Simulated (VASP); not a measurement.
# In4Ru (Im-3m) in VASP: a series of runs

In4Ru is run at these levels: PBE; tasks: single point, relaxation of cell and atoms.

Program: VASP 6.6.1. These are calculated values, not measurements. Logs are shortened: lines on timing, memory, paths and dates and some standing lists are left out, and cuts for length are marked.

## (1) The cell of the first run

Symmetry: Im-3m, No. 229, cubic system. Conventional cell: a = 6.274 Å, b = 6.274 Å, c = 6.274 Å, α = 90.00°, β = 90.00°, γ = 90.00°. Within 3.6 Å of In (site symmetry -3m) lie 2 Ru at 2.72 Å and 6 In at 3.14 Å. Ru (site symmetry m-3m) has 8 In at 2.72 Å within 3.6 Å.

The cell was built from a structure type or drawn by symmetry, and may not be a known phase.

## (2) Single point, PBE

The input, INCAR:

```
PREC     = Accurate       # precision mode
ENCUT    = 520            # plane-wave cutoff, eV
EDIFF    = 1E-6           # SCF threshold, eV
ISMEAR   = 0              # smearing method
SIGMA    = 0.1            # smearing width, eV
LREAL    = False          # projectors in reciprocal space
LASPH    = True           # aspherical terms in the spheres
NELM     = 60             # most SCF steps
ALGO     = Fast           # electronic algorithm
ISIF     = 2              # what is computed and relaxed
LWAVE    = False          # write WAVECAR
LCHARG   = True           # write CHGCAR
GGA      = PE             # functional
LELF     = True           # ELF
LVHAR    = True         
NBANDS   = 41             # bands
```

The input, KPOINTS:

```
regular mesh
0
Gamma
  8 8 8
```

The input, POSCAR:

```
In4Ru
1.0
   -3.1368738032      3.1368738032      3.1368738032
    3.1368738032     -3.1368738032      3.1368738032
    3.1368738032      3.1368738032     -3.1368738032
In Ru
4 1
Direct
    0.0000000000      0.0000000000      0.5000000000
    0.5000000000      0.0000000000      0.0000000000
    0.0000000000      0.5000000000      0.0000000000
    0.5000000000      0.5000000000      0.5000000000
    0.0000000000      0.0000000000      0.0000000000
```

Potentials or basis: VASP PAW PBE potentials, release 64 (In_d, Ru_pv).

Launch:

```bash
cat potpaw_PBE.64/In_d/POTCAR potpaw_PBE.64/Ru_pv/POTCAR > POTCAR
mpirun -np 1 vasp_std > vasp.out
```

OUTCAR:

```text
PREC = Accurate
   ENCUT = 520
   EDIFF = 1E-6
   ISMEAR = 0
   LREAL = False
   LASPH = True
   NELM = 60
   ISIF = 2
   GGA = PE

 ion  position               nearest neighbor table
   1  0.000  0.000  0.500-   5 2.72   5 2.72   4 3.14   2 3.14   3 3.14   3 3.14   2 3.14   4 3.14

   2  0.500  0.000  0.000-   5 2.72   5 2.72   4 3.14   1 3.14   4 3.14   3 3.14   1 3.14   3 3.14

   3  0.000  0.500  0.000-   5 2.72   5 2.72   4 3.14   1 3.14   2 3.14   1 3.14   4 3.14   2 3.14

   4  0.500  0.500  0.500-   5 2.72   5 2.72   3 3.14   1 3.14   2 3.14   3 3.14   1 3.14   2 3.14

   5  0.000  0.000  0.000-   1 2.72   2 2.72   3 2.72   4 2.72   1 2.72   3 2.72   2 2.72   4 2.72

  LATTYP: Found a body centered cubic cell.
 ALAT       =     6.2737476064

  Lattice vectors:

 A1 = (  -3.1368738032,   3.1368738032,   3.1368738032)
 A2 = (   3.1368738032,  -3.1368738032,   3.1368738032)
 A3 = (   3.1368738032,   3.1368738032,  -3.1368738032)

Analysis of symmetry for initial positions (statically):
=====================================================================
 Subroutine PRICEL returns:
 Original cell was already a primitive cell.

 Routine SETGRP: Setting up the symmetry group for a
 body centered cubic supercell.

 Subroutine GETGRP returns: Found 48 space group operations
 (whereof 48 operations were pure point group operations)
 out of a pool of 48 trial point group operations.

The static configuration has the point symmetry O_h .

Analysis of symmetry for dynamics (positions and initial velocities):
=====================================================================
 Subroutine PRICEL returns:
 Original cell was already a primitive cell.

 Routine SETGRP: Setting up the symmetry group for a
 body centered cubic supercell.

 Subroutine GETGRP returns: Found 48 space group operations
 (whereof 48 operations were pure point group operations)
 out of a pool of 48 trial point group operations.

The dynamic configuration has the point symmetry O_h .

 Subroutine INISYM returns: Found 48 space group operations
 (whereof 48 operations are pure point group operations),
 and found     1 'primitive' translations

----------------------------------------------------------------------------------------

                                     Primitive cell

  volume of cell :     123.4671

  direct lattice vectors                    reciprocal lattice vectors
[... 95 lines left out ...]
   EDIFFG = 0.1E-04   stopping-criterion for IOM
   NSW    =      0    number of steps for IOM
   IBRION =     -1    ionic relax: 0-MD 1-quasi-New 2-CG
   NFREE  =      0    steps in history (QN), initial steepest desc. (CG)
   ISIF   =      2    stress and relaxation
   ISYM   =      2    0-nonsym 1-usesym 2-fastsym
   POTIM  = 0.5000    time-step for ionic-motion
   TEBEG  =    0.0;   TEEND  =   0.0 temperature during run
   PSTRESS=    0.0 pullay stress
   NELECT =      66.0000    total number of electrons
   NUPDOWN=      -1.0000    fix difference up-down
   EMIN   =  10.00;   EMAX   =-10.00  energy-range for DOS
   EFERMI =   0.00;   METHOD = LEGACY
   ISMEAR =     0;   SIGMA  =   0.10  broadening in eV -4-tet -1-fermi 0-gaus
   EFERMI_NEDOS =   21; number of points for ismear=-14 and -15
   IALGO  =     68    algorithm
   IMIX   =      4    mixing-type and parameters
     AMIX     =   0.40;   BMIX     =  1.00
     AMIX_MAG =   1.60;   BMIX_MAG =  1.00
  volume/ion in A,a.u.               =      24.69       166.64
  Fermi-wavevector in a.u.,A,eV,Ry     =   1.328635  2.510757 24.017978  1.765272
  Thomas-Fermi vector in A             =   2.457858
   LORBIT       =      0    0 simple, 1 ext, 2 COOP (PROOUT), +10 PAW based schemes
   GGA     = PE    functional components
   LHFCALC =     F    Hartree Fock is set to
   AEXX    =    0.0000 exact exchange contribution
   IVDW    =     0    specifies the selected vdW correction
   LEPSILON=     F    determine dielectric tensor
   LRPA    =     F    only Hartree local field effects (RPA)
 non-spin polarized calculation
 RMM-DIIS sequential band-by-band and
 Gauss-broadening in eV      SIGMA  =   0.10
  energy-cutoff  :      520.00
  volume of cell :      123.47
 maximum number of plane-waves:      3367
   NGX = 21   NGY = 21   NGZ = 21

 number of electron      66.0000015 magnetization

 Free energy of the ion-electron system (eV)
  ---------------------------------------------------
  ext. energy  EPLUGINS =         0.00000000
  ---------------------------------------------------
  free energy    TOTEN  =       -19.57142771 eV

  energy without entropy =      -19.55933065  energy(sigma->0) =      -19.56537918

 E-fermi :   7.6857     XC(G=0): -10.3585

 val. band max:        7.6415735468   @ k =  -0.3750  -0.3750   0.1250
 cond. band min:       7.7334034212   @ k =   0.3750   0.0000   0.0000
 fundamental gap:      0.0918298745
 Fermi energy:         7.6857493361

 k-point     1 :       0.0000    0.0000    0.0000
  band No.  band energies     occupation
      1     -34.8448      2.00000
      2     -34.8448      2.00000
      3     -34.8448      2.00000
      4      -7.5147      2.00000
      5      -7.5147      2.00000
      6      -7.3762      2.00000
[... 1045 lines left out ...]
     40      13.2407      0.00000
     41      13.6319      0.00000

 [... further k-points ...]

------------------------ aborting loop because EDIFF is reached ----------------------------------------

  FORCE on cell =-STRESS in cart. coord.  units (eV):
  Direction    XX          YY          ZZ          XY          YZ          ZX
  --------------------------------------------------------------------------------------
  -------------------------------------------------------------------------------------
  Total       -0.0031452     -0.0031452     -0.0031452      0.0000000     -0.0000000      0.0000000
  in kB       -0.0408139     -0.0408139     -0.0408139      0.0000000     -0.0000000      0.0000000
  external PRESSURE =      -0.0408139 kB  Pullay stress =       0.0000000 kB

 VOLUME and BASIS-vectors are now :
 -----------------------------------------------------------------------------
  energy-cutoff  :      520.00
  volume of cell :      123.47
      direct lattice vectors                 reciprocal lattice vectors
    -3.136873803  3.136873803  3.136873803     0.000000000  0.159394362  0.159394362
     3.136873803 -3.136873803  3.136873803     0.159394362  0.000000000  0.159394362
     3.136873803  3.136873803 -3.136873803     0.159394362  0.159394362  0.000000000

 POSITION                                       TOTAL-FORCE (eV/Angst)
 -----------------------------------------------------------------------------------
      1.56844      1.56844     -1.56844         0.000000     -0.000000      0.000000
     -1.56844      1.56844      1.56844         0.000000     -0.000000     -0.000000
      1.56844     -1.56844      1.56844        -0.000000      0.000000      0.000000
      1.56844      1.56844      1.56844        -0.000000     -0.000000      0.000000
      0.00000      0.00000      0.00000         0.000000      0.000000     -0.000000
 -----------------------------------------------------------------------------------
    total drift:                                0.000000     -0.000000      0.000000

  FREE ENERGIE OF THE ION-ELECTRON SYSTEM (eV)
  ---------------------------------------------------
  free  energy   TOTEN  =       -19.5714277104 eV

  energy  without entropy=      -19.5593306544  energy(sigma->0) =      -19.56537918
```

It took 6.5 min on 1 thread of AMD EPYC, shared host; peak memory 0.28 GiB.

What came out:

```
Free energy            : -19.5714 eV
Pressure               : 0.0 GPa
Band gap on the k mesh : zero (bands 33 and 34 overlap by 3.39 eV)
```

Levels at points of the mesh, in eV from the Fermi level:
```csv
k point,band 29,band 30,band 31,band 32,band 33,band 34,band 35,band 36,band 37,band 38
"(0.00, 0.00, 0.00)",-1.72,-1.50,-1.50,-1.50,-1.01,-1.01,-1.01,1.08,1.08,1.08
"(0.50, 0.00, 0.00)",-2.67,-2.22,-2.12,-1.85,0.14,0.14,1.03,2.05,2.41,3.42
"(0.50, 0.50, 0.50)",-4.27,-2.98,-2.98,-2.98,-0.52,-0.52,1.37,3.07,3.07,3.07
```

Caveat: spin-orbit coupling is left out, which moves the levels of the heavy elements.

## (3) Relaxation of cell and atoms, PBE

This run uses another cell than the first one, of 23.27 Å³/atom.

The input, INCAR:

```
SYSTEM = In4Ru
  ALGO = Normal
  EDIFF = 1E-6
  EDIFFG = -0.04
  ENCUT = 600
  GGA = PE
  IBRION = 2
  ISIF = 3
  ISMEAR = 0
  LASPH = .True.
  LCHARG = .False.
  LREAL = .False.
  LWAVE = .False.
  NELM = 100
  NSW = 90
  PREC = Accurate
  SIGMA = 0.1
```

The input, KPOINTS:

```
k-points
0
Gamma
  4 4 4
  0 0 0
```

Edit POSCAR of step 2 so:

```diff
@@ -2,5 +2,5 @@
 1.0
-   -3.1368738032      3.1368738032      3.1368738032
-    3.1368738032     -3.1368738032      3.1368738032
-    3.1368738032      3.1368738032     -3.1368738032
+   -3.0753658700      3.0753658700      3.0753658700
+    3.0753658700     -3.0753658700      3.0753658700
+    3.0753658700      3.0753658700     -3.0753658700
 In Ru
```

Potentials or basis: VASP PAW PBE potentials, release 64 (In_d, Ru_pv).

Launch:

```bash
cat potpaw_PBE.64/In_d/POTCAR potpaw_PBE.64/Ru_pv/POTCAR > POTCAR
mpirun -np 1 vasp_std > vasp.out
```

Wall time 5.4 min (1 thread of AMD EPYC, shared host); peak memory 0.32 GiB.

Results (log left out):

- Free energy: -19.5426 eV
- Relaxed volume: 24.76 Å³/atom
- Relaxed cell: a = 5.438 Å, b = 5.438 Å, c = 5.438 Å, α = 109.47°, β = 109.47°, γ = 109.47°
- Space group after relaxing (to 0.1 Å): Im-3m (No. 229)
- Energy gained by relaxing: 23.2 meV/atom
- Ionic steps: 3
- Pressure after relaxing: 0.0 GPa
- Band gap on the k mesh: zero (bands 33 and 34 overlap by 3.38 eV)

Step by step:
| step | energy change (eV) | largest force (eV/Å) | pressure (GPa) | volume (Å³) |
| --- | --- | --- | --- | --- |
| 1 | 0.0000 | 0.0000 | 5.27 | 116.35 |
| 2 | -0.0549 | 0.0000 | -3.12 | 129.72 |
| 3 | -0.1160 | 0.0000 | -0.05 | 123.80 |

Final structure:
```cif
data_structure
_symmetry_space_group_name_H-M 'P 1'
_symmetry_Int_Tables_number 1
_cell_length_a 5.4381
_cell_length_b 5.4381
_cell_length_c 5.4381
_cell_angle_alpha 109.471
_cell_angle_beta 109.471
_cell_angle_gamma 109.471
_cell_volume 123.80
loop_
_atom_site_label
_atom_site_type_symbol
_atom_site_fract_x
_atom_site_fract_y
_atom_site_fract_z
_atom_site_occupancy
In1 In 0.00000 0.00000 0.50000 1
In2 In 0.50000 0.00000 0.00000 1
In3 In 0.00000 0.50000 0.00000 1
In4 In 0.50000 0.50000 0.50000 1
Ru1 Ru 0.00000 0.00000 0.00000 1
```

Levels at points of the mesh, in eV from the Fermi level:
```csv
k point,band 30,band 31,band 32,band 33,band 34,band 35,band 36,band 37
"(0.00, 0.00, 0.00)",-1.41,-1.41,-1.41,-0.93,-0.93,-0.93,1.15,1.15
"(0.50, 0.00, 0.00)",-2.13,-2.04,-1.76,0.22,0.23,1.12,2.13,2.48
"(0.50, 0.50, 0.50)",-2.88,-2.88,-2.88,-0.44,-0.44,1.43,3.14,3.14
```

Caveat: the k points lie up to 0.35 Å⁻¹ apart in the final cell, too coarse for converged energies and pressures of a metal; spin-orbit coupling is left out, which moves the levels of the heavy elements.

## (4) Relaxation of cell and atoms, PBE

This run uses another cell than the first one, of 24.79 Å³/atom.

The input, INCAR:

```
PREC = Accurate
ENCUT = 600
EDIFF = 1E-7
ISMEAR = 0
SIGMA = 0.1
LREAL = False
LASPH = True
NELM = 100
ALGO = Fast
ISIF = 3
LWAVE = False
LCHARG = False
GGA = PE
IBRION = 2
NSW = 100
EDIFFG = -0.01
```

The input, KPOINTS:

```
Automatic mesh
0
Gamma
  8 8 8
```

Edit POSCAR of step 3 so:

```diff
@@ -2,5 +2,5 @@
 1.0
-   -3.0753658700      3.0753658700      3.0753658700
-    3.0753658700     -3.0753658700      3.0753658700
-    3.0753658700      3.0753658700     -3.0753658700
+   -3.1409718039      3.1409718039      3.1409718039
+    3.1409718039     -3.1409718039      3.1409718039
+    3.1409718039      3.1409718039     -3.1409718039
 In Ru
```

Launch:

```bash
cat potpaw_PBE.64/In_d/POTCAR potpaw_PBE.64/Ru_pv/POTCAR > POTCAR
mpirun -np 1 vasp_std > vasp.out
```

Wall time 18 min (1 thread of AMD EPYC, shared host); peak memory 0.39 GiB.

Results (log left out):

```yaml
Free_energy: -19.5717 eV
Relaxed_volume: 24.65 Å³/atom
Relaxed_cell: a = 5.430 Å, b = 5.430 Å, c = 5.430 Å, α = 109.47°, β = 109.47°, γ = 109.47°
Space_group_after_relaxing_to_0.1_Å: Im-3m (No. 229)
Energy_gained_by_relaxing: 0.0 meV/atom
Ionic_steps: 2
Pressure_after_relaxing: 0.0 GPa
Band_gap_on_the_k_mesh: zero (bands 33 and 34 overlap by 3.39 eV)
```

The path:
```tsv
step	energy change (eV)	largest force (eV/Å)	pressure (GPa)	volume (Å³)
1	0.0000	0.0000	-0.25	123.95
2	-0.0002	0.0000	-0.01	123.27
```

Final structure:
```xyz
5
Lattice="-3.1352 3.1352 3.1352 3.1352 -3.1352 3.1352 3.1352 3.1352 -3.1352" Properties=species:S:1:pos:R:3 pbc="T T T"
In    1.5676    1.5676    4.7028
In    4.7028    1.5676    1.5676
In    1.5676   -1.5676    1.5676
In    1.5676    1.5676    1.5676
Ru    6.2704    0.0000    0.0000
```

Levels at points of the mesh, in eV from the Fermi level:
```csv
k point,band 29,band 30,band 31,band 32,band 33,band 34,band 35,band 36,band 37,band 38
"(0.00, 0.00, 0.00)",-1.72,-1.50,-1.50,-1.50,-1.02,-1.02,-1.02,1.08,1.08,1.08
"(0.50, 0.00, 0.00)",-2.67,-2.22,-2.13,-1.86,0.14,0.15,1.03,2.05,2.41,3.43
"(0.50, 0.50, 0.50)",-4.28,-2.98,-2.98,-2.98,-0.52,-0.52,1.38,3.07,3.07,3.07
```

Caveat: spin-orbit coupling is left out, which moves the levels of the heavy elements.

## (5) The runs side by side

| task | cell | k mesh | cutoff (eV) | gap on the mesh (eV) | pressure (GPa) | relaxed volume (Å³/atom) |
| --- | --- | --- | --- | --- | --- | --- |
| single point | a = 5.433 Å, angles 109.5°, 5 atoms | 8 × 8 × 8 | 520 | none | 0.0 | - |
| relaxation of cell and atoms | relaxed from a = 5.327 Å, angles 109.5°, 5 atoms | 4 × 4 × 4 | 600 | none | 0.0 | 24.76 |
| relaxation of cell and atoms | relaxed from a = 5.440 Å, angles 109.5°, 5 atoms | 8 × 8 × 8 | 600 | none | 0.0 | 24.65 |

Alike in all rows: level PBE; potentials or basis VASP PAW PBE potentials, release 64 (In_d, Ru_pv); no spin polarisation; smearing gaussian 0.1 eV.

Caveats: some runs use coarse meshes; spin-orbit coupling is left out, which moves the levels of the heavy elements.

Absolute energies hang on the potentials; compare differences alone.
